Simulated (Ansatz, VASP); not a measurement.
AlNi3 in VASP and in Ansatz

INCAR

```
SYSTEM = AlNi3
PREC = Accurate
ENCUT = 520
EDIFF = 1E-6
ISMEAR = -1
SIGMA = 0.05
LREAL = .False.
LASPH = .True.
NELM = 150
ALGO = Normal
ISIF = 2
LWAVE = .False.
LCHARG = .True.
ISPIN = 2
MAGMOM = 1 1 1 0
LORBIT = 11
LMAXMIX = 4
LELF = .True.
LVHAR = .True.
NBANDS = 28
```

KPOINTS

```
regular mesh
0
Gamma
  4 4 4
  0 0 0
```

File POSCAR:

```
AlNi3
1.0
    3.5230547267      0.0000000000      0.0000000000
    0.0000000000      3.5230547267      0.0000000000
    0.0000000000      0.0000000000      3.5230547267
Ni Al
3 1
Direct
    0.5000000000      0.5000000000      0.0000000000
    0.5000000000      0.0000000000      0.5000000000
    0.0000000000      0.5000000000      0.5000000000
    0.0000000000      0.0000000000      0.0000000000
```

input.yaml

```yaml
crystal:
  lattice:
    - [3.5230547267, 0.0, 0.0]
    - [0.0, 3.5230547267, 0.0]
    - [0.0, 0.0, 3.5230547267]
  atoms:
    - { symbol: Ni, position: [0.5, 0.5, 0.0], spin: 1.0 }
    - { symbol: Ni, position: [0.5, 0.0, 0.5], spin: 1.0 }
    - { symbol: Ni, position: [0.0, 0.5, 0.5], spin: 1.0 }
    - { symbol: Al, position: [0.0, 0.0, 0.0] }
hamiltonian:
  xc: lda
  pseudopotentials: { kind: paw }
magnetization:
  spin_polarized: true
kpoints:
  mp_grid: { grid: [4, 4, 4] }
  band_path:
    path:
      - [[0.0, 0.0, 0.0], [0.0, 0.5, 0.0], [0.5, 0.5, 0.0], [0.0, 0.0, 0.0], [0.5, 0.5, 0.5], [0.0, 0.5, 0.0]]
      - [[0.5, 0.5, 0.0], [0.5, 0.5, 0.5]]
    npoints: 14
scf:
  occupations: { method: fermi_dirac, width: 0.05 }
  n_extra_bands: 10
output:
  forces: true
  stress: true
  eigenvalues: true
  fatbands: true
  write_density: true
  write_potential: true
  elf: true
  volumetric_format: npy
```

Alike in both runs: functional LDA; k mesh 4 × 4 × 4; occupations fermi-dirac, width 0.05 eV; collinear spin.

|  | VASP | Ansatz |
| --- | --- | --- |
| version | VASP 6.6.1 | Ansatz 0.2.0 |
| potentials or method | VASP PAW LDA potentials, release 64 (Ni, Al) | Ansatz PAW |
| plane-wave cutoff (eV) | 520 | 420 |
| valence electrons in the cell | 33 | 57 |
| task | single point | band structure |

VASP gave:

```
gap on the k mesh at the Fermi level (eV) : none
pressure (GPa)                            : -7.6
net moment per atom (μB)                  : 0.00
```

Which values does Ansatz return?

gap on the k mesh at the Fermi level (eV): none; pressure (GPa): -7.9; net moment per atom (μB): 0.00.

LDA's correlation is that of Perdew and Zunger in VASP and of Perdew and Wang (1992) in Ansatz. A gap of «none» marks a metal or a gap that the smearing closes. VASP's potentials hold 33 valence electrons a cell and Ansatz's 57, so a difference there can come from the potentials and not from the codes.

The k mesh is coarse, so the values compare programs but aren't converged.
